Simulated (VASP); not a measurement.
# Al (P6_3/mmc) in VASP: further runs

Al is run at these levels: r2SCAN; tasks: single point.

All numbers are computed with VASP 6.6.1; they aren't measurements. Logs are shortened: lines on timing, memory, paths and dates and some standing lists are left out, and cuts for length are marked.

## Step 1: The cell of the first run

It takes space group P6_3/mmc (No. 194, hexagonal). Conventional cell: a = 2.742 Å, b = 2.742 Å, c = 4.624 Å, α = 90.00°, β = 90.00°, γ = 120.00°. Al (site symmetry -6m2) has 12 Al at 2.74 to 2.80 Å within 3.6 Å.

## Step 2: Single point, r2SCAN (strain -0.025 along x and y, -0.050 along z)

Contents of POSCAR:

```
Al
1.0
    2.7421439677      0.0000000000      0.0000000000
   -1.3710719838      2.3747663369      0.0000000000
    0.0000000000      0.0000000000      4.6235075000
Al
2
Direct
    0.6666666667      0.3333333333      0.7500000000
    0.3333333333      0.6666666667      0.2500000000
```

Contents of INCAR.step1:

```
PREC = Accurate
ENCUT = 520
ISMEAR = 0
SIGMA = 0.15
LREAL = F
LASPH = T
NELM = 60
NBANDS = 10
GGA = PE
ALGO = Normal
EDIFF = 1E-4
LWAVE = T
LCHARG = F
```

Contents of INCAR.step2:

```
PREC = Accurate
ENCUT = 520
EDIFF = 1E-6
ISMEAR = 0
SIGMA = 0.15
LREAL = F
LASPH = T
NELM = 60
ALGO = Normal
ISIF = 2
LWAVE = F
LCHARG = F
METAGGA = R2SCAN
LMIXTAU = T
NBANDS = 10
ISTART = 1
```

Contents of KPOINTS:

```
Automatic mesh
0
Gamma
  18 18 10
```

Potentials or basis: VASP PAW PBE potentials, release 64 (Al).

Command:

```bash
$ cat potpaw_PBE.64/Al/POTCAR > POTCAR
$ cp INCAR.step1 INCAR
$ mpirun -np 1 vasp_std > vasp.out
$ cp INCAR.step2 INCAR
$ mpirun -np 1 vasp_std > vasp.out
```

OUTCAR:

```text
PREC = Accurate
   ENCUT = 520
   EDIFF = 1E-6
   ISMEAR = 0
   LREAL = F
   LASPH = T
   NELM = 60
   ISIF = 2
   METAGGA = R2SCAN
   ISTART = 1

 ion  position               nearest neighbor table
   1  0.667  0.333  0.750-   2 2.80   2 2.80   2 2.80   2 2.80   2 2.80   2 2.80
   2  0.333  0.667  0.250-   1 2.80   1 2.80   1 2.80   1 2.80   1 2.80   1 2.80

  LATTYP: Found a hexagonal cell.
 ALAT       =     2.7421439677
 C/A-ratio  =     1.6860921799

  Lattice vectors:

 A1 = (   2.7421439677,   0.0000000000,   0.0000000000)
 A2 = (  -1.3710719838,   2.3747663369,   0.0000000000)
 A3 = (   0.0000000000,   0.0000000000,   4.6235075000)

Analysis of symmetry for initial positions (statically):
=====================================================================
 Subroutine PRICEL returns:
 Original cell was already a primitive cell.

 Routine SETGRP: Setting up the symmetry group for a
 hexagonal supercell.

 Subroutine GETGRP returns: Found 24 space group operations
 (whereof 12 operations were pure point group operations)
 out of a pool of 24 trial point group operations.

The static configuration has the point symmetry D_3d.
 The point group associated with its full space group is D_6h.

Analysis of symmetry for dynamics (positions and initial velocities):
=====================================================================
 Subroutine PRICEL returns:
 Original cell was already a primitive cell.

 Routine SETGRP: Setting up the symmetry group for a
 hexagonal supercell.

 Subroutine GETGRP returns: Found 24 space group operations
 (whereof 12 operations were pure point group operations)
 out of a pool of 24 trial point group operations.

The dynamic configuration has the point symmetry D_3d.
 The point group associated with its full space group is D_6h.

 Subroutine INISYM returns: Found 24 space group operations
 (whereof 12 operations are pure point group operations),
 and found     1 'primitive' translations

----------------------------------------------------------------------------------------

                                     Primitive cell

  volume of cell :      30.1081

  direct lattice vectors                    reciprocal lattice vectors
     2.742143968  0.000000000  0.000000000     0.364678154  0.210547030  0.000000000
    -1.371071984  2.374766337  0.000000000     0.000000000  0.421094061  0.000000000
     0.000000000  0.000000000  4.623507500     0.000000000  0.000000000  0.216286012

  length of vectors
     2.742143968  2.742143968  4.623507500     0.421094061  0.421094061  0.216286012

  position of ions in fractional coordinates (direct lattice)
     0.666666667  0.333333333  0.750000000
     0.333333333  0.666666667  0.250000000

  ion indices of the primitive-cell ions
   primitive index   ion index
                 1           1
                 2           2

----------------------------------------------------------------------------------------

 KPOINTS: Automatic mesh

Automatic generation of k-mesh.
 Grid dimensions read from file:
 generate k-points for:   18   18   10

 Generating k-lattice:

  Cartesian coordinates                     Fractional coordinates (reciprocal lattice)
     0.020259897  0.011697057  0.000000000     0.055555556  0.000000000  0.000000000
     0.000000000  0.023394114  0.000000000     0.000000000  0.055555556  0.000000000
     0.000000000  0.000000000  0.021628601     0.000000000  0.000000000  0.100000000

  Length of vectors
     0.023394114  0.023394114  0.021628601

  Shift w.r.t. Gamma in fractional coordinates (k-lattice)
     0.000000000  0.000000000  0.000000000

 Subroutine IBZKPT returns following result:
 ===========================================

 Found    222 irreducible k-points:

 Following reciprocal coordinates:
            Coordinates               Weight
  0.000000  0.000000  0.000000      1.000000
  0.055556  0.000000  0.000000      6.000000
  0.111111  0.000000  0.000000      6.000000
  0.166667 -0.000000  0.000000      6.000000
  0.222222 -0.000000  0.000000      6.000000
  0.277778  0.000000  0.000000      6.000000
[... 16 lines left out ...]
  0.333333  0.111111  0.000000     12.000000
  0.388889  0.111111  0.000000     12.000000
 [... further k-points ...]
   k-points           NKPTS =    222   k-points in BZ     NKDIM =    222   number of bands    NBANDS=     10
   number of dos      NEDOS =    301   number of ions     NIONS =      2
   total plane-waves  NPLWV =  14400
   dimension x,y,z NGX =    20 NGY =   20 NGZ =   36
   dimension x,y,z NGXF=    40 NGYF=   40 NGZF=   72
   ions per type =               2
   NGX,Y,Z   is equivalent  to a cutoff of  12.13, 12.13, 12.94 a.u.
   NGXF,Y,Z  is equivalent  to a cutoff of  24.25, 24.25, 25.89 a.u.
 SYSTEM =  unknown system
   PREC   = accura    normal or accurate (medium, high low for compatibility)
   ISTART =      1    job   : 0-new  1-cont  2-samecut
   ICHARG =      0    charge: 1-file 2-atom 10-const
   ISPIN  =      1    spin polarized calculation?
   LNONCOLLINEAR =      F non collinear calculations
   LSORBIT =      F    spin-orbit coupling
   LASPH  =      T    aspherical Exc in radial PAW
   ENCUT  =  520.0 eV  38.22 Ry    6.18 a.u.   5.10  5.10  8.60*2*pi/ulx,y,z
   NELM   =     60;   NELMIN=  2; NELMDL=  0     # of ELM steps
   EDIFF  = 0.1E-05   stopping-criterion for ELM
   LREAL  =      F    real-space projection
[... 7 lines left out ...]
   TEBEG  =    0.0;   TEEND  =   0.0 temperature during run
   PSTRESS=    0.0 pullay stress
   NELECT =       6.0000    total number of electrons
   NUPDOWN=      -1.0000    fix difference up-down
   EMIN   =  10.00;   EMAX   =-10.00  energy-range for DOS
   EFERMI =   0.00;   METHOD = LEGACY
   ISMEAR =     0;   SIGMA  =   0.15  broadening in eV -4-tet -1-fermi 0-gaus
   EFERMI_NEDOS =   21; number of points for ismear=-14 and -15
   IALGO  =     38    algorithm
   IMIX   =      4    mixing-type and parameters
     AMIX     =   0.40;   BMIX     =  1.00
     AMIX_MAG =   1.60;   BMIX_MAG =  1.00
  volume/ion in A,a.u.               =      15.05       101.59
  Fermi-wavevector in a.u.,A,eV,Ry     =   0.956234  1.807021 12.440952  0.914384
  Thomas-Fermi vector in A             =   2.085144
   LORBIT       =      0    0 simple, 1 ext, 2 COOP (PROOUT), +10 PAW based schemes
   METAGGA = R2SCAN    functional components
   LHFCALC =     F    Hartree Fock is set to
   AEXX    =    0.0000 exact exchange contribution
   IVDW    =     0    specifies the selected vdW correction
   LEPSILON=     F    determine dielectric tensor
   LRPA    =     F    only Hartree local field effects (RPA)
 non-spin polarized calculation
 Gauss-broadening in eV      SIGMA  =   0.15
  energy-cutoff  :      520.00
  volume of cell :       30.11
 maximum number of plane-waves:       829
   NGX = 11   NGY = 11   NGZ = 17

 number of electron       6.0000000 magnetization

 Free energy of the ion-electron system (eV)
  ---------------------------------------------------
  ext. energy  EPLUGINS =         0.00000000
  ---------------------------------------------------
  free energy    TOTEN  =       -13.36702494 eV

  energy without entropy =      -13.35871723  energy(sigma->0) =      -13.36287109

 E-fermi :   9.0213     XC(G=0): -11.2564

 val. band max:        9.0146747212   @ k =   0.3333   0.0556   0.1000
 cond. band min:       9.0516056518   @ k =   0.4444   0.1111   0.1000
 fundamental gap:      0.0369309307
 Fermi energy:         9.0213029554

 k-point     1 :       0.0000    0.0000    0.0000
  band No.  band energies     occupation
      1      -3.5057      2.00000
      2       3.4229      2.00000
      3       3.9177      2.00000
      4      21.6252      0.00000
      5      21.6252      0.00000
      6      21.7181      0.00000
      7      21.7181      0.00000
      8      21.7713      0.00000
      9      24.5090      0.00000
     10      25.4603      0.00000

 k-point     2 :       0.0556    0.0000    0.0000
  band No.  band energies     occupation
      1      -3.4199      2.00000
      2       3.5028      2.00000
      3       3.9999      2.00000
      4      19.6269      0.00000
      5      20.4721      0.00000
      6      21.3951      0.00000
      7      22.6722      0.00000
      8      22.9764      0.00000
      9      24.5593      0.00000
     10      25.9682      0.00000

 k-point     3 :       0.1111    0.0000    0.0000
  band No.  band energies     occupation
      1      -3.1626      2.00000
      2       3.7425      2.00000
      3       4.2453      2.00000
      4      17.2802      0.00000
      5      19.4070      0.00000
      6      20.5183      0.00000
      7      22.6426      0.00000
      8      23.6481      0.00000
      9      24.1940      0.00000
     10      24.7956      0.00000

 k-point     4 :       0.1667   -0.0000    0.0000
  band No.  band energies     occupation
      1      -2.7348      2.00000
      2       4.1422      2.00000
      3       4.6493      2.00000
      4      14.9526      0.00000
      5      18.4818      0.00000
      6      19.3695      0.00000
      7      21.3620      0.00000
      8      21.8086      0.00000
      9      24.2306      0.00000
     10      24.3373      0.00000
[... 222 lines left out ...]
 k-point    22 :       0.2778    0.1111    0.0000
  band No.  band energies     occupation
      1      -0.1989      2.00000
      2       6.5417      2.00000
      3       6.7492      2.00000
      4       9.1053      0.42860
      5      12.9236      0.00000
      6      15.2195      0.00000
      7      16.2336      0.00000
      8      19.6545      0.00000
      9      20.1848      0.00000
     10      21.8639      0.00000

 k-point    23 :       0.3333    0.1111    0.0000
  band No.  band energies     occupation
      1       0.8833      2.00000
      2       6.4246      2.00000
      3       7.5794      2.00000
      4       8.5788      1.99997
      5      12.2871      0.00000
      6      13.3959      0.00000
      7      14.8626      0.00000
      8      19.2328      0.00000
      9      19.8619      0.00000
     10      21.5319      0.00000

 k-point    24 :       0.3889    0.1111    0.0000
  band No.  band energies     occupation
      1       2.1176      2.00000
      2       4.9859      2.00000
      3       8.7653      1.98419
      4       9.4079      0.00027
      5      11.5021      0.00000
      6      11.7342      0.00000
      7      13.9530      0.00000
      8      18.9817      0.00000
      9      19.6649      0.00000
     10      21.3250      0.00000

 [... further k-points ...]
[... 5 lines left out ...]
  --------------------------------------------------------------------------------------
  -------------------------------------------------------------------------------------
  Total        1.2213632      1.2213632      0.9199294      0.0000000      0.0000000      0.0000000
  in kB       64.9939142     64.9939142     48.9533457      0.0000000      0.0000000      0.0000000
  external PRESSURE =      59.6470580 kB  Pullay stress =       0.0000000 kB

 VOLUME and BASIS-vectors are now :
 -----------------------------------------------------------------------------
  energy-cutoff  :      520.00
  volume of cell :       30.11
      direct lattice vectors                 reciprocal lattice vectors
     2.742143968  0.000000000  0.000000000     0.364678154  0.210547030  0.000000000
    -1.371071984  2.374766337  0.000000000     0.000000000  0.421094061  0.000000000
     0.000000000  0.000000000  4.623507500     0.000000000  0.000000000  0.216286012

 POSITION                                       TOTAL-FORCE (eV/Angst)
 -----------------------------------------------------------------------------------
      1.37107      0.79159      3.46763         0.000000     -0.000000      0.000000
     -0.00000      1.58318      1.15588        -0.000000      0.000000      0.000000
 -----------------------------------------------------------------------------------
    total drift:                                0.000000     -0.000000     -0.000000

  FREE ENERGIE OF THE ION-ELECTRON SYSTEM (eV)
  ---------------------------------------------------
  free  energy   TOTEN  =       -13.3670249431 eV

  energy  without entropy=      -13.3587172300  energy(sigma->0) =      -13.36287109
```

Run time: 2.2 min. Hardware: 1 thread of Intel Xeon Platinum 8259CL at 2.50GHz (Skylake/Cascade Lake), shared host; peak memory 0.17 GiB.

What came out:

```yaml
Free_energy: -13.3670 eV
Pressure: 6.0 GPa
Band_gap_on_the_k_mesh: zero (band 3 reaches 13.23 eV, above the bottom of band 4 at 5.63 eV)
```

Caveat: the cell differs from its parent crystal (strain -0.025 along x and y, -0.050 along z); the PAW data sets were made with another functional, which shifts forces and pressure a little.

## Step 3: Single point, r2SCAN (strain -0.050 along x and y, +0.025 along z)

Contents of POSCAR:

```
Al
1.0
    2.6718325839      0.0000000000      0.0000000000
   -1.3359162919      2.3138748923      0.0000000000
    0.0000000000      0.0000000000      4.9885212500
Al
2
Direct
    0.6666666667      0.3333333333      0.7500000000
    0.3333333333      0.6666666667      0.2500000000
```

Contents of INCAR.step1:

```
PREC = Accurate ; ENCUT = 520
ISMEAR = 0 ; SIGMA = 0.15
LREAL = F ; LASPH = T
NELM = 80 ; NBANDS = 10
GGA = PE ; ALGO = Normal
EDIFF = 1E-4 ; LWAVE = T
LCHARG = F
```

Contents of INCAR.step2:

```
PREC = Accurate ; ENCUT = 520
EDIFF = 1E-6 ; ISMEAR = 0
SIGMA = 0.15 ; LREAL = F
LASPH = T ; NELM = 80
ALGO = Normal ; ISIF = 2
LWAVE = F ; LCHARG = T
METAGGA = R2SCAN ; LMIXTAU = T
LELF = T ; LVHAR = T
NBANDS = 10 ; ISTART = 1
```

KPOINTS is that of step 2.

Potentials or basis: VASP PAW PBE potentials, release 64 (Al).

Command:

```bash
$ cat potpaw_PBE.64/Al/POTCAR > POTCAR
$ cp INCAR.step1 INCAR
$ mpirun -np 1 vasp_std > vasp.out
$ cp INCAR.step2 INCAR
$ mpirun -np 1 vasp_std > vasp.out
```

It took 2.4 min on 1 thread of Intel Xeon Platinum 8259CL at 2.50GHz (Skylake/Cascade Lake), shared host; peak memory 0.18 GiB.

The run converged. Its results:

| Quantity | Value |
| --- | --- |
| Free energy | -13.2849 eV |
| Pressure | 5.8 GPa |
| Band gap on the k mesh | zero (band 3 reaches 11.91 eV, above the bottom of band 4 at 5.69 eV) |

Stress tensor (GPa, compression positive):
```
10.70  0.00  0.00
 0.00 10.70  0.00
 0.00  0.00 -3.90
```

Levels at points of the mesh, in eV from the Fermi level:
| k point | band 1 | band 2 | band 3 | band 4 | band 5 | band 6 | band 7 | band 8 |
| --- | --- | --- | --- | --- | --- | --- | --- | --- |
| (0.00, 0.00, 0.00) | -12.30 | -6.29 | -5.94 | 10.53 | 11.64 | 13.92 | 13.92 | 14.35 |
| (0.50, 0.00, 0.00) | -5.34 | -5.07 | 0.25 | 0.73 | 1.29 | 1.31 | 8.26 | 9.83 |
| (0.00, 0.00, 0.50) | -10.73 | -10.73 | 1.31 | 1.31 | 14.66 | 14.66 | 14.66 | 14.66 |
| (0.50, 0.00, 0.50) | -4.23 | -4.23 | -3.00 | -3.00 | 7.51 | 7.51 | 7.96 | 7.96 |

Caveat: the cell differs from its parent crystal (strain -0.050 along x and y, +0.025 along z); the PAW data sets were made with another functional, which shifts forces and pressure a little.

## Step 4: Single point, r2SCAN (strain -0.025 along x and y, -0.025 along z)

Contents of POSCAR:

```
Al
1.0
    2.7421439677      0.0000000000      0.0000000000
   -1.3710719838      2.3747663369      0.0000000000
    0.0000000000      0.0000000000      4.7451787500
Al
2
Direct
    0.6666666667      0.3333333333      0.7500000000
    0.3333333333      0.6666666667      0.2500000000
```

Contents of INCAR.step1:

```
PREC = Accurate ; ENCUT = 520
ISMEAR = 0 ; SIGMA = 0.15
LREAL = False ; LASPH = True
NELM = 80 ; NBANDS = 10
GGA = PE ; ALGO = Normal
EDIFF = 1E-4 ; LWAVE = True
LCHARG = False
```

Contents of INCAR.step2:

```
PREC = Accurate ; ENCUT = 520
EDIFF = 1E-6 ; ISMEAR = 0
SIGMA = 0.15 ; LREAL = False
LASPH = True ; NELM = 80
ALGO = Normal ; ISIF = 2
LWAVE = False ; LCHARG = True
METAGGA = R2SCAN ; LMIXTAU = True
LELF = True ; LVHAR = True
NBANDS = 10 ; ISTART = 1
```

KPOINTS is that of step 3.

Command:

```bash
$ cat potpaw_PBE.64/Al/POTCAR > POTCAR
$ cp INCAR.step1 INCAR
$ mpirun -np 1 vasp_std > vasp.out
$ cp INCAR.step2 INCAR
$ mpirun -np 1 vasp_std > vasp.out
```

Wall time 2.3 min (1 thread of Intel Xeon Platinum 8259CL at 2.50GHz (Skylake/Cascade Lake), shared host); peak memory 0.18 GiB.

The run converged. Its results:

```
Free energy            : -13.3800 eV
Pressure               : 3.4 GPa
Band gap on the k mesh : zero (band 3 reaches 12.75 eV, above the bottom of band 4 at 5.44 eV)
```

Stress tensor (GPa, compression positive):
```
4.89 0.00 0.00
0.00 4.89 0.00
0.00 0.00 0.54
```

Levels at points of the mesh, in eV from the Fermi level:
| k point | band 1 | band 2 | band 3 | band 4 | band 5 | band 6 |
| --- | --- | --- | --- | --- | --- | --- |
| (0.00, 0.00, 0.00) | -12.33 | -5.62 | -5.39 | 12.13 | 12.81 | 12.81 |
| (0.50, 0.00, 0.00) | -5.63 | -5.50 | 0.59 | 0.85 | 1.26 | 1.75 |
| (0.00, 0.00, 0.50) | -10.59 | -10.59 | 2.65 | 2.65 | 13.67 | 13.67 |
| (0.50, 0.00, 0.50) | -4.38 | -4.38 | -3.28 | -3.28 | 7.92 | 7.92 |

Caveat: the cell differs from its parent crystal (strain -0.025 along x and y, -0.025 along z); the PAW data sets were made with another functional, which shifts forces and pressure a little.

[end of part 1 of 2]
